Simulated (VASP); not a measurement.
# GaP (F-43m) in VASP: a series of runs

GaP is run at these levels: PBE; tasks: single point.

Everything below comes from runs of VASP 6.6.1. Logs are shortened: lines on timing, memory, paths and dates and some standing lists are left out, and cuts for length are marked.

## Step 1: The cell of the first run

It takes space group F-43m (No. 216, cubic). Conventional cell: a = 5.560 Å, b = 5.560 Å, c = 5.560 Å, α = 90.00°, β = 90.00°, γ = 90.00°. Ga (site symmetry -43m) has 4 P at 2.41 Å within 3.2 Å. P (site symmetry -43m) has 4 Ga at 2.41 Å within 3.2 Å.

## Step 2: Single point, PBE (volume scaled by 1.03)

INCAR reads:

```
PREC = Accurate
ENCUT = 500
EDIFF = 1E-6
ISMEAR = 0
SIGMA = 0.02
LREAL = F
LASPH = T
NELM = 120
ALGO = Normal
ISIF = 2
LWAVE = F
LCHARG = T
GGA = PE
LELF = T
LVHAR = T
NBANDS = 16
GGA_COMPAT = F
```

KPOINTS reads:

```
Automatic mesh
0
Gamma
  8 8 8
```

POSCAR reads:

```
GaP
1.0
    0.0000000000      2.7799050381      2.7799050381
    2.7799050381      0.0000000000      2.7799050381
    2.7799050381      2.7799050381      0.0000000000
Ga P
1 1
Direct
    0.0000000000      0.0000000000      0.0000000000
    0.2500000000      0.2500000000      0.2500000000
```

Potentials or basis: VASP PAW PBE potentials, release 64 (Ga_d, P).

Started as:

```sh
$ cat potpaw_PBE.64/Ga_d/POTCAR potpaw_PBE.64/P/POTCAR > POTCAR
$ mpirun -np 1 vasp_std > vasp.out
```

OUTCAR:

```text
PREC = Accurate
   ENCUT = 500
   EDIFF = 1E-6
   ISMEAR = 0
   LREAL = F
   LASPH = T
   NELM = 120
   ISIF = 2
   GGA = PE

 ion  position               nearest neighbor table
   1  0.000  0.000  0.000-   2 2.41   2 2.41   2 2.41   2 2.41
   2  0.250  0.250  0.250-   1 2.41   1 2.41   1 2.41   1 2.41

  LATTYP: Found a face centered cubic cell.
 ALAT       =     5.5598100762

  Lattice vectors:

 A1 = (   0.0000000000,   2.7799050381,   2.7799050381)
 A2 = (   2.7799050381,   0.0000000000,   2.7799050381)
 A3 = (   2.7799050381,   2.7799050381,   0.0000000000)

Analysis of symmetry for initial positions (statically):
=====================================================================
 Subroutine PRICEL returns:
 Original cell was already a primitive cell.

 Routine SETGRP: Setting up the symmetry group for a
 face centered cubic supercell.

 Subroutine GETGRP returns: Found 24 space group operations
 (whereof 24 operations were pure point group operations)
 out of a pool of 48 trial point group operations.

The static configuration has the point symmetry T_d .

Analysis of symmetry for dynamics (positions and initial velocities):
=====================================================================
 Subroutine PRICEL returns:
 Original cell was already a primitive cell.

 Routine SETGRP: Setting up the symmetry group for a
 face centered cubic supercell.

 Subroutine GETGRP returns: Found 24 space group operations
 (whereof 24 operations were pure point group operations)
 out of a pool of 48 trial point group operations.

The dynamic configuration has the point symmetry T_d .

 Subroutine INISYM returns: Found 24 space group operations
 (whereof 24 operations are pure point group operations),
 and found     1 'primitive' translations

----------------------------------------------------------------------------------------

                                     Primitive cell

  volume of cell :      42.9655

  direct lattice vectors                    reciprocal lattice vectors
     0.000000000  2.779905038  2.779905038    -0.179862259  0.179862259  0.179862259
     2.779905038  0.000000000  2.779905038     0.179862259 -0.179862259  0.179862259
     2.779905038  2.779905038  0.000000000     0.179862259  0.179862259 -0.179862259

  length of vectors
     3.931379407  3.931379407  3.931379407     0.311530571  0.311530571  0.311530571

  position of ions in fractional coordinates (direct lattice)
     0.000000000  0.000000000  0.000000000
     0.250000000  0.250000000  0.250000000

  ion indices of the primitive-cell ions
   primitive index   ion index
                 1           1
                 2           2

----------------------------------------------------------------------------------------

 KPOINTS: Automatic mesh

Automatic generation of k-mesh.
 Grid dimensions read from file:
 generate k-points for:    8    8    8

 Generating k-lattice:

  Cartesian coordinates                     Fractional coordinates (reciprocal lattice)
    -0.022482782  0.022482782  0.022482782     0.125000000  0.000000000  0.000000000
     0.022482782 -0.022482782  0.022482782     0.000000000  0.125000000  0.000000000
     0.022482782  0.022482782 -0.022482782     0.000000000  0.000000000  0.125000000

  Length of vectors
     0.038941321  0.038941321  0.038941321

  Shift w.r.t. Gamma in fractional coordinates (k-lattice)
     0.000000000  0.000000000  0.000000000

 Subroutine IBZKPT returns following result:
 ===========================================

 Found     29 irreducible k-points:

 Following reciprocal coordinates:
            Coordinates               Weight
  0.000000  0.000000  0.000000      1.000000
  0.125000  0.000000  0.000000      8.000000
  0.250000  0.000000  0.000000      8.000000
  0.375000  0.000000  0.000000      8.000000
  0.500000  0.000000  0.000000      4.000000
  0.125000  0.125000  0.000000      6.000000
[... 16 lines left out ...]
  0.500000  0.250000  0.125000     48.000000
 -0.375000  0.250000  0.125000     24.000000
 [... further k-points ...]
   k-points           NKPTS =     29   k-points in BZ     NKDIM =     29   number of bands    NBANDS=     16
   number of dos      NEDOS =    301   number of ions     NIONS =      2
   total plane-waves  NPLWV =  27000
   dimension x,y,z NGX =    30 NGY =   30 NGZ =   30
   dimension x,y,z NGXF=    60 NGYF=   60 NGZF=   60
   ions per type =               1   1
   NGX,Y,Z   is equivalent  to a cutoff of  12.69, 12.69, 12.69 a.u.
   NGXF,Y,Z  is equivalent  to a cutoff of  25.37, 25.37, 25.37 a.u.
 SYSTEM =  unknown system
   PREC   = accura    normal or accurate (medium, high low for compatibility)
   ISTART =      0    job   : 0-new  1-cont  2-samecut
   ICHARG =      2    charge: 1-file 2-atom 10-const
   ISPIN  =      1    spin polarized calculation?
   LNONCOLLINEAR =      F non collinear calculations
   LSORBIT =      F    spin-orbit coupling
   LASPH  =      T    aspherical Exc in radial PAW
   ENCUT  =  500.0 eV  36.75 Ry    6.06 a.u.   7.17  7.17  7.17*2*pi/ulx,y,z
   NELM   =    120;   NELMIN=  2; NELMDL= -5     # of ELM steps
   EDIFF  = 0.1E-05   stopping-criterion for ELM
   LREAL  =      F    real-space projection
   EDIFFG = 0.1E-04   stopping-criterion for IOM
   NSW    =      0    number of steps for IOM
   IBRION =     -1    ionic relax: 0-MD 1-quasi-New 2-CG
   NFREE  =      0    steps in history (QN), initial steepest desc. (CG)
   ISIF   =      2    stress and relaxation
   ISYM   =      2    0-nonsym 1-usesym 2-fastsym
   POTIM  = 0.5000    time-step for ionic-motion
   TEBEG  =    0.0;   TEEND  =   0.0 temperature during run
   PSTRESS=    0.0 pullay stress
   NELECT =      18.0000    total number of electrons
   NUPDOWN=      -1.0000    fix difference up-down
   EMIN   =  10.00;   EMAX   =-10.00  energy-range for DOS
   EFERMI =   0.00;   METHOD = LEGACY
   ISMEAR =     0;   SIGMA  =   0.02  broadening in eV -4-tet -1-fermi 0-gaus
   EFERMI_NEDOS =   21; number of points for ismear=-14 and -15
   IALGO  =     38    algorithm
   IMIX   =      4    mixing-type and parameters
     AMIX     =   0.40;   BMIX     =  1.00
     AMIX_MAG =   1.60;   BMIX_MAG =  1.00
  volume/ion in A,a.u.               =      21.48       144.97
[... 32 lines left out ...]
 Fermi energy:         4.1536545055

 k-point     1 :       0.0000    0.0000    0.0000
  band No.  band energies     occupation
      1     -10.3997      2.00000
      2     -10.3997      2.00000
      3     -10.3997      2.00000
      4     -10.3169      2.00000
      5     -10.3169      2.00000
      6      -7.9963      2.00000
[... 8 lines left out ...]
     15      13.7663      0.00000
     16      13.7663      0.00000

 k-point     2 :       0.1250    0.0000    0.0000
  band No.  band energies     occupation
      1     -10.4099      2.00000
      2     -10.3958      2.00000
      3     -10.3958      2.00000
      4     -10.3169      2.00000
      5     -10.3169      2.00000
      6      -7.8095      2.00000
[... 8 lines left out ...]
     15      13.1765      0.00000
     16      13.4849      0.00000

 k-point     3 :       0.2500    0.0000    0.0000
  band No.  band energies     occupation
      1     -10.4331      2.00000
      2     -10.3876      2.00000
      3     -10.3876      2.00000
      4     -10.3159      2.00000
      5     -10.3158      2.00000
      6      -7.2808      2.00000
[... 8 lines left out ...]
     15      12.9912      0.00000
     16      13.8280      0.00000

 k-point     4 :       0.3750    0.0000    0.0000
  band No.  band energies     occupation
      1     -10.4546      2.00000
      2     -10.3813      2.00000
      3     -10.3813      2.00000
      4     -10.3128      2.00000
      5     -10.3128      2.00000
      6      -6.5527      2.00000
[... 8 lines left out ...]
     15      14.1070      0.00000
     16      14.1070      0.00000

 k-point     5 :       0.5000    0.0000    0.0000
  band No.  band energies     occupation
      1     -10.4632      2.00000
      2     -10.3792      2.00000
      3     -10.3792      2.00000
      4     -10.3109      2.00000
      5     -10.3109      2.00000
      6      -6.1192      2.00000
[... 8 lines left out ...]
     15      15.5557      0.00000
     16      15.5557      0.00000

 k-point     6 :       0.1250    0.1250    0.0000
  band No.  band energies     occupation
      1     -10.4170      2.00000
      2     -10.3922      2.00000
      3     -10.3922      2.00000
      4     -10.3201      2.00000
      5     -10.3143      2.00000
      6      -7.7472      2.00000
[... 8 lines left out ...]
     15      13.8270      0.00000
     16      14.0044      0.00000

 k-point     7 :       0.2500    0.1250    0.0000
  band No.  band energies     occupation
      1     -10.4356      2.00000
      2     -10.3852      2.00000
      3     -10.3835      2.00000
      4     -10.3225      2.00000
      5     -10.3119      2.00000
      6      -7.3306      2.00000
[... 8 lines left out ...]
     15      13.9996      0.00000
     16      14.9181      0.00000

 k-point     8 :       0.3750    0.1250    0.0000
  band No.  band energies     occupation
      1     -10.4544      2.00000
      2     -10.3797      2.00000
      3     -10.3764      2.00000
      4     -10.3210      2.00000
      5     -10.3096      2.00000
      6      -6.6508      2.00000
[... 8 lines left out ...]
     15      14.6959      0.00000
     16      14.7966      0.00000

 k-point     9 :       0.5000    0.1250    0.0000
  band No.  band energies     occupation
      1     -10.4648      2.00000
      2     -10.3773      2.00000
      3     -10.3739      2.00000
      4     -10.3163      2.00000
      5     -10.3099      2.00000
      6      -6.0430      2.00000
[... 8 lines left out ...]
     15      15.5562      0.00000
     16      15.6545      0.00000
[... 172 lines left out ...]
 k-point    19 :       0.5000    0.3750    0.0000
  band No.  band energies     occupation
      1     -10.4886      2.00000
      2     -10.3538      2.00000
      3     -10.3505      2.00000
      4     -10.3393      2.00000
      5     -10.3018      2.00000
      6      -5.4872      2.00000
[... 8 lines left out ...]
     15      15.8925      0.00000
     16      16.8692      0.00000

 k-point    20 :      -0.3750    0.3750    0.0000
  band No.  band energies     occupation
      1     -10.4817      2.00000
      2     -10.3618      2.00000
      3     -10.3538      2.00000
      4     -10.3319      2.00000
      5     -10.3068      2.00000
      6      -5.3377      2.00000
[... 8 lines left out ...]
     15      14.3514      0.00000
     16      18.2072      0.00000

 k-point    21 :       0.5000    0.5000    0.0000
  band No.  band energies     occupation
      1     -10.4954      2.00000
      2     -10.3465      2.00000
      3     -10.3465      2.00000
      4     -10.3446      2.00000
      5     -10.2992      2.00000
      6      -5.2993      2.00000
[... 8 lines left out ...]
     15      16.3263      0.00000
     16      16.8023      0.00000

 k-point    22 :       0.3750    0.2500    0.1250
  band No.  band energies     occupation
      1     -10.4524      2.00000
      2     -10.3778      2.00000
      3     -10.3746      2.00000
      4     -10.3253      2.00000
      5     -10.3095      2.00000
      6      -6.8302      2.00000
[... 8 lines left out ...]
     15      14.9534      0.00000
     16      16.1055      0.00000

 k-point    23 :       0.5000    0.2500    0.1250
  band No.  band energies     occupation
      1     -10.4650      2.00000
      2     -10.3747      2.00000
      3     -10.3671      2.00000
      4     -10.3236      2.00000
      5     -10.3096      2.00000
      6      -6.1470      2.00000
[... 8 lines left out ...]
     15      15.2848      0.00000
     16      16.6246      0.00000

 k-point    24 :      -0.3750    0.2500    0.1250
  band No.  band energies     occupation
      1     -10.4697      2.00000
      2     -10.3742      2.00000
      3     -10.3644      2.00000
      4     -10.3207      2.00000
      5     -10.3109      2.00000
      6      -5.7471      2.00000
[... 8 lines left out ...]
     15      15.8443      0.00000
     16      16.2332      0.00000

 [... further k-points ...]
[... 5 lines left out ...]
  --------------------------------------------------------------------------------------
  -------------------------------------------------------------------------------------
  Total       -0.5784760     -0.5784760     -0.5784760      0.0000000      0.0000000     -0.0000000
  in kB      -21.5712868    -21.5712868    -21.5712868      0.0000000      0.0000000     -0.0000000
  external PRESSURE =     -21.5712868 kB  Pullay stress =       0.0000000 kB

 VOLUME and BASIS-vectors are now :
 -----------------------------------------------------------------------------
  energy-cutoff  :      500.00
  volume of cell :       42.97
      direct lattice vectors                 reciprocal lattice vectors
     0.000000000  2.779905038  2.779905038    -0.179862259  0.179862259  0.179862259
     2.779905038  0.000000000  2.779905038     0.179862259 -0.179862259  0.179862259
     2.779905038  2.779905038  0.000000000     0.179862259  0.179862259 -0.179862259

 POSITION                                       TOTAL-FORCE (eV/Angst)
 -----------------------------------------------------------------------------------
      0.00000      0.00000      0.00000        -0.000000     -0.000000     -0.000000
      1.38995      1.38995      1.38995         0.000000      0.000000      0.000000
 -----------------------------------------------------------------------------------
    total drift:                               -0.000000     -0.000000     -0.000000

  FREE ENERGIE OF THE ION-ELECTRON SYSTEM (eV)
  ---------------------------------------------------
  free  energy   TOTEN  =        -9.1172388235 eV

  energy  without entropy=       -9.1172388235  energy(sigma->0) =       -9.11723882
```

It took 16 s on 1 thread of Intel Xeon 6975P-C (Granite Rapids), shared host; peak memory 0.16 GiB.

What came out:

```yaml
Free_energy: -9.1172 eV
Pressure: -2.2 GPa
Band_gap_on_the_k_mesh: 1.34 eV, direct
```

Caveat: the cell differs from its parent crystal (volume scaled by 1.03). A k mesh can miss the band edges.

## Step 3: Single point, PBE (volume scaled by 1.06)

INCAR reads:

```
SYSTEM = GaP
PREC = Accurate
ENCUT = 500
EDIFF = 1E-6
ISMEAR = 0
SIGMA = 0.02
LREAL = .False.
LASPH = .True.
NELM = 120
ALGO = Normal
ISIF = 2
LWAVE = .False.
LCHARG = .False.
GGA = PE
NBANDS = 16
GGA_COMPAT = .False.
```

KPOINTS reads:

```
Automatic mesh
0
Gamma
  8 8 8
  0 0 0
```

POSCAR reads:

```
GaP
1.0
    0.0000000000      2.8066365341      2.8066365341
    2.8066365341      0.0000000000      2.8066365341
    2.8066365341      2.8066365341      0.0000000000
Ga P
1 1
Direct
    0.0000000000      0.0000000000      0.0000000000
    0.2500000000      0.2500000000      0.2500000000
```

Potentials or basis: VASP PAW PBE potentials, release 64 (Ga_d, P).

Started as:

```sh
$ cat potpaw_PBE.64/Ga_d/POTCAR potpaw_PBE.64/P/POTCAR > POTCAR
$ mpirun -np 1 vasp_std > vasp.out
```

It took 16 s on 1 thread of Intel Xeon 6975P-C (Granite Rapids), shared host; peak memory 0.17 GiB.

It converged, with:

| Item | Value |
| --- | --- |
| Free energy | -9.0938 eV |
| Pressure | -3.9 GPa |
| Band gap on the k mesh | 1.11 eV, direct |

Levels at points of the mesh, in eV from the valence-band top:
| k point | band 6 | band 7 | band 8 | band 9 | band 10 | band 11 | band 12 | band 13 |
| --- | --- | --- | --- | --- | --- | --- | --- | --- |
| (0.00, 0.00, 0.00) | -11.86 | 0.00 | 0.00 | 0.00 | 1.11 | 3.90 | 3.90 | 3.90 |
| (0.50, 0.00, 0.00) | -10.07 | -6.16 | -0.99 | -0.99 | 1.41 | 4.73 | 4.73 | 8.08 |
| (0.50, 0.50, 0.00) | -9.29 | -6.36 | -2.39 | -2.39 | 1.83 | 1.88 | 9.94 | 9.94 |

Caveat: the cell differs from its parent crystal (volume scaled by 1.06). A k mesh can miss the band edges.

## Step 4: Single point, PBE (volume scaled by 1.10)

INCAR reads:

```
SYSTEM = GaP
PREC = Accurate
ENCUT = 500
EDIFF = 1E-6
ISMEAR = 0
SIGMA = 0.02
LREAL = .FALSE.
LASPH = .TRUE.
NELM = 120
ALGO = Normal
ISIF = 2
LWAVE = .FALSE.
LCHARG = .FALSE.
GGA = PE
NBANDS = 16
GGA_COMPAT = .FALSE.
```

KPOINTS reads:

```
Automatic mesh
0
G
  8 8 8
  0 0 0
```

POSCAR reads:

```
GaP
1.0
    0.0000000000      2.8415051495      2.8415051495
    2.8415051495      0.0000000000      2.8415051495
    2.8415051495      2.8415051495      0.0000000000
Ga P
1 1
Direct
    0.0000000000      0.0000000000      0.0000000000
    0.2500000000      0.2500000000      0.2500000000
```

Started as:

```sh
$ cat potpaw_PBE.64/Ga_d/POTCAR potpaw_PBE.64/P/POTCAR > POTCAR
$ mpirun -np 1 vasp_std > vasp.out
```

Wall time 16 s (1 thread of Intel Xeon 6975P-C (Granite Rapids), shared host); peak memory 0.17 GiB.

The run converged. Its results:

* Free energy: -9.0428 eV
* Pressure: -5.9 GPa
* Band gap on the k mesh: 0.82 eV, direct

Levels at points of the mesh, in eV from the valence-band top:
| k point | band 5 | band 6 | band 7 | band 8 | band 9 | band 10 | band 11 | band 12 | band 13 | band 14 |
| --- | --- | --- | --- | --- | --- | --- | --- | --- | --- | --- |
| (0.00, 0.00, 0.00) | -14.33 | -11.62 | 0.00 | 0.00 | 0.00 | 0.82 | 3.90 | 3.90 | 3.90 | 8.29 |
| (0.50, 0.00, 0.00) | -14.32 | -9.94 | -5.98 | -0.95 | -0.95 | 1.30 | 4.72 | 4.72 | 7.98 | 10.07 |
| (0.50, 0.50, 0.00) | -14.31 | -9.20 | -6.21 | -2.28 | -2.28 | 1.89 | 1.89 | 9.66 | 9.66 | 10.12 |

Caveat: the cell differs from its parent crystal (volume scaled by 1.10).

## Step 5: Single point, PBE

This run uses another cell than the first one, of 20.69 Å³/atom, 0.963 times its volume.

INCAR reads:

```
PREC = Accurate
ENCUT = 500
EDIFF = 1E-6
ISMEAR = 0
SIGMA = 0.2
LREAL = F
LASPH = T
NELM = 120
ALGO = Normal
ISIF = 2
LWAVE = F
LCHARG = T
GGA = PE
LELF = T
LVHAR = T
NBANDS = 16
GGA_COMPAT = F
```

KPOINTS reads:

```
Automatic mesh
0
Gamma
  6 6 6
```

POSCAR reads:

```
GaP
1.0
    0.0000000000      2.7451958420      2.7451958420
    2.7451958420      0.0000000000      2.7451958420
    2.7451958420      2.7451958420      0.0000000000
Ga P
1 1
Direct
    0.0000000000      0.0000000000      0.0000000000
    0.2500000000      0.2500000000      0.2500000000
```

Started as:

```sh
$ cat potpaw_PBE.64/Ga_d/POTCAR potpaw_PBE.64/P/POTCAR > POTCAR
$ mpirun -np 1 vasp_std > vasp.out
```

Wall time 24 s (1 thread of AMD EPYC 7R13, shared host); peak memory 0.12 GiB.

Results (log left out):

```yaml
Free_energy: -9.1111 eV
Pressure: 0.6 GPa
Band_gap_on_the_k_mesh: 1.60 eV, indirect (least direct gap 1.64 eV)
```

Levels at points of the mesh, in eV from the valence-band top:
```csv
k point,band 6,band 7,band 8,band 9,band 10,band 11,band 12,band 13
"(0.00, 0.00, 0.00)",-12.33,0.00,0.00,0.00,1.64,3.89,3.89,3.89
"(0.50, 0.00, 0.00)",-10.33,-6.51,-1.09,-1.09,1.60,4.72,4.72,8.24
"(0.50, 0.50, 0.00)",-9.46,-6.65,-2.61,-2.61,1.70,1.84,10.43,10.43
```

A k mesh can miss the band edges.

## Step 6: Overview

```csv
cell,k mesh,smearing,gap on the mesh (eV),pressure (GPa)
"a = 3.931 Å, angles 60.0°, 2 atoms",8 × 8 × 8,gaussian 0.02 eV,1.34,-2.2
"a = 3.969 Å, angles 60.0°, 2 atoms",8 × 8 × 8,gaussian 0.02 eV,1.11,-3.9
"a = 4.018 Å, angles 60.0°, 2 atoms",8 × 8 × 8,gaussian 0.02 eV,0.82,-5.9
"a = 3.882 Å, angles 60.0°, 2 atoms",6 × 6 × 6,gaussian 0.2 eV,1.60,0.6
```

Alike in all rows: task single point; level PBE; potentials or basis VASP PAW PBE potentials, release 64 (Ga_d, P); no spin polarisation; cutoff (eV) 500.

Absolute energies hang on the potentials; compare differences alone.
